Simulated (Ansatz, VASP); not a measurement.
## Two plane-wave programs on CuO

Contents of INCAR:

```
PREC = Accurate
ENCUT = 520
EDIFF = 1E-6
ISMEAR = -1
SIGMA = 0.05
LREAL = False
LASPH = True
NELM = 80
ALGO = Normal
ISIF = 2
LWAVE = False
LCHARG = False
GGA = B5
ALDAX = 1.0
AGGAX = 1.0
AGGAC = 1.0
ALDAC = 0.0
NBANDS = 25
```

File KPOINTS:

```
Automatic mesh
0
Gamma
  10 10 5
```

The input POSCAR:

```
CuO
1.0
    0.1920988932     -2.2008743899     -2.0700306583
   -2.0463018774      0.1076939916     -1.9856257566
    2.4145618661      2.3159196736     -4.4472054935
Cu O
2 2
Direct
    0.4562322400      0.5306856300      0.4854117400
    0.9742842800      0.9858673900      0.0243612000
    0.8016626700      0.7447211200      0.7392802400
    0.2678208100      0.2387258700      0.2509468100
```

The input input.yaml:

```yaml
crystal:
  lattice:
    - [0.1920988932, -2.2008743899, -2.0700306583]
    - [-2.0463018774, 0.1076939916, -1.9856257566]
    - [2.4145618661, 2.3159196736, -4.4472054935]
  atoms:
    - { symbol: Cu, position: [0.45623224, 0.53068563, 0.48541174] }
    - { symbol: Cu, position: [0.97428428, 0.98586739, 0.0243612] }
    - { symbol: O, position: [0.80166267, 0.74472112, 0.73928024] }
    - { symbol: O, position: [0.26782081, 0.23872587, 0.25094681] }
hamiltonian:
  xc: blyp
  pseudopotentials: { kind: paw }
kpoints:
  mp_grid: { grid: [10, 10, 5] }
scf:
  occupations: { method: fermi_dirac, width: 0.05 }
output:
  forces: true
  stress: true
  eigenvalues: true
```

Alike in both runs: task single point; functional BLYP; k mesh 10 × 10 × 5; occupations fermi-dirac, width 0.05 eV; no spin polarisation.

```csv
,VASP,Ansatz
version,VASP 6.6.1,Ansatz 0.2.0
potentials or method,"VASP PAW PBE potentials, release 64 (Cu, O)",Ansatz PAW
plane-wave cutoff (eV),520,420
valence electrons in the cell,34,50
```

|  | VASP | Ansatz | Ansatz less VASP |
| --- | --- | --- | --- |
| gap on the k mesh at the Fermi level (eV) | none | none | - |
| pressure (GPa) | -2.3 | -2.6 | -0.23 |
| traceless stress, the component that is largest in VASP (GPa) | 8.05 | 8.04 | -0.011 |
| rms of the force components (eV/Å) | 0.653 | 0.643 | -0.0106 |

VASP's potentials were made for PBE, not for BLYP. Atom by atom the forces differ by 0.016 eV/Å (rms over components). A gap of «none» marks a metal or a gap that the smearing closes. VASP's potentials hold 34 valence electrons a cell and Ansatz's 50, so a difference there can come from the potentials and not from the codes.
